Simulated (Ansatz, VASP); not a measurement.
## Two plane-wave programs on ZnIrC4N4

```
Zn Ir C N
1.0
     5.88262    0.00000    0.00000
     0.00000    5.88262    0.00000
     0.00000    0.00000    5.88262
Zn Ir C N
1 1 4 4
Direct
  0.00000 0.00000 0.00000
  0.50000 0.50000 0.50000
  0.18814 0.18814 0.18814
  0.18814 0.81186 0.81186
  0.81186 0.18814 0.81186
  0.81186 0.81186 0.18814
  0.30297 0.30297 0.30297
  0.30297 0.69703 0.69703
  0.69703 0.30297 0.69703
  0.69703 0.69703 0.30297
```

Alike in both runs: task single point; functional PBE; k mesh 4 × 4 × 4; occupations gaussian, width 0.1 eV; collinear spin.

|  | VASP | Ansatz |
| --- | --- | --- |
| version | VASP 6.6.1 | Ansatz 0.2.0 |
| potentials or method | VASP PAW PBE potentials, release 64 (Zn, Ir, C, N), cutoff 520 eV | scalar-relativistic, plane waves, PAW |
| valence electrons in the cell | 57 | 65 |

VASP gave:

- gap on the k mesh at the Fermi level (eV): 0.84
- least direct gap on the mesh (eV): 1.06
- pressure (GPa): 3.1
- rms of the force components (eV/Å): 0.284
- net moment per atom (μB): 0.30
- size of the moment on the site where the two differ most (μB): 1.96

**Question.** Estimate Ansatz's values.

**Answer.** gap on the k mesh at the Fermi level (eV): 0.85; least direct gap on the mesh (eV): 1.07; pressure (GPa): 2.6; rms of the force components (eV/Å): 0.389; net moment per atom (μB): 0.30; size of the moment on the site where the two differ most (μB): 1.28.

Site moments also hang on the region over which each program counts them. Atom by atom the forces differ by 0.159 eV/Å (rms over components). VASP's potentials hold 57 valence electrons a cell and Ansatz's 65, so a difference there can come from the potentials and not from the codes.

Neither program's run includes spin-orbit coupling. Noted on VASP's run: the standard files for N, O and F lose accuracy on very short bonds.
